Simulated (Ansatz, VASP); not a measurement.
# As in VASP and in Ansatz

```
As
1.0
     3.42876    0.00000    0.00000
    -1.71438    2.96939    0.00000
     0.00000    0.00000   28.57424
As
2
Direct
  0.33333 0.66667 0.47485
  0.66667 0.33333 0.52515
```

Change from the starting cell: biaxial strain -0.040, atoms relaxed.

Alike in both runs: functional PBE; dispersion D3(BJ); k mesh 9 × 9 × 1; occupations gaussian, width 0.02 eV; no spin polarisation.

Ansatz relaxed the structure, and its values are those at the end. VASP's run is a single point on that final structure, the one shown.

```csv
,VASP,Ansatz
version,VASP 6.6.1,Ansatz 0.2.0
potentials or method,"VASP PAW PBE potentials, release 64 (As_d), cutoff 400 eV","scalar-relativistic, plane waves, PAW"
valence electrons in the cell,30,30
```

```tsv
	VASP	Ansatz	Ansatz less VASP
gap on the k mesh at the Fermi level (eV)	1.05	1.04	-0.006
least direct gap on the mesh (eV)	2.37	2.37	-0.002
rms of the force components (eV/Å)	0.018	0.005	-0.0131
```

Ansatz's warnings: stress scf threshold loose.
